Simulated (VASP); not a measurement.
Input of a VASP 6.6.1 run:

The input INCAR:

```
SYSTEM = Sr
PREC = Accurate
ENCUT = 520
EDIFF = 1E-6
ISMEAR = 0
SIGMA = 0.15
LREAL = .FALSE.
LASPH = .TRUE.
NELM = 100
ALGO = Fast
ISIF = 2
LWAVE = .FALSE.
LCHARG = .FALSE.
GGA = PS
NBANDS = 17
```

KPOINTS

```
Automatic mesh
0
G
  15 15 8
  0 0 0
```

Contents of POSCAR:

```
Sr
1.0
    4.3100002207      0.0000000000      0.0000000000
   -2.1550001104      3.7325696814      0.0000000000
    0.0000000000      0.0000000000      7.0500000000
Sr
2
Direct
    0.3333333333      0.6666666667      0.2500000000
    0.6666666667      0.3333333333      0.7500000000
```

Potentials or basis: VASP PAW PBE potentials, release 64 (Sr_sv).

The run is started by

```bash
$ cat potpaw_PBE.64/Sr_sv/POTCAR > POTCAR
$ mpirun -np 1 vasp_std > vasp.out
```

Problem. Predict the band gap on the k mesh.

Solution. Zero (band 10 reaches 1.54 eV, above the bottom of band 11 at 1.30 eV).

Problem. What does it give for the pressure?

Solution. -0.8 GPa.

Caveat: the PAW data sets were made with another functional, which shifts forces and pressure a little.
